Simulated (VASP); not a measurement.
Here is a VASP 6.6.1 calculation.

File INCAR:

```
SYSTEM = Cr
  ALGO = Normal
  DIPOL = 0.5 0.5 0.500
  EDIFF = 1E-6
  ENCUT = 400
  GGA = PE
  GGA_COMPAT = .FALSE.
  IDIPOL = 3
  ISIF = 2
  ISMEAR = -1
  ISPIN = 2
  LASPH = .TRUE.
  LCHARG = .FALSE.
  LDIPOL = .TRUE.
  LMAXMIX = 4
  LORBIT = 11
  LREAL = .FALSE.
  LWAVE = .FALSE.
  MAGMOM = 2 2 2
  NBANDS = 29
  NELM = 200
  NELMDL = -8
  PREC = Accurate
  SIGMA = 0.1
```

The input KPOINTS:

```
k-points
0
G
  14 14 1
  0 0 0
```

Contents of POSCAR:

```
Cr
1.0
    2.8486260734      0.0000000000      0.0000000000
    0.0000000000      2.8486260734      0.0000000000
    0.0000000000      0.0000000000     13.9343000000
Cr
3
Direct
    0.0000000000      0.0000000000      0.3947076675
    0.5000000000      0.5000000000      0.4999999967
    0.0000000000      0.0000000000      0.6052923325
```

Potentials or basis: VASP PAW PBE potentials, release 64 (Cr_pv).

Run with:

```bash
$ cat potpaw_PBE.64/Cr_pv/POTCAR > POTCAR
$ mpirun -np 1 vasp_std > vasp.out
```

Estimate the largest force.

0.030 eV/Å.

Predict the site moments.

Cr +2.93, -1.97 (each value once) μB.

Predict the net moment.

4.48 μB per cell.

Forces on the atoms (eV/Å):
```
Cr   0.000  0.000 -0.030
Cr   0.000  0.000  0.000
Cr   0.000  0.000  0.030
```
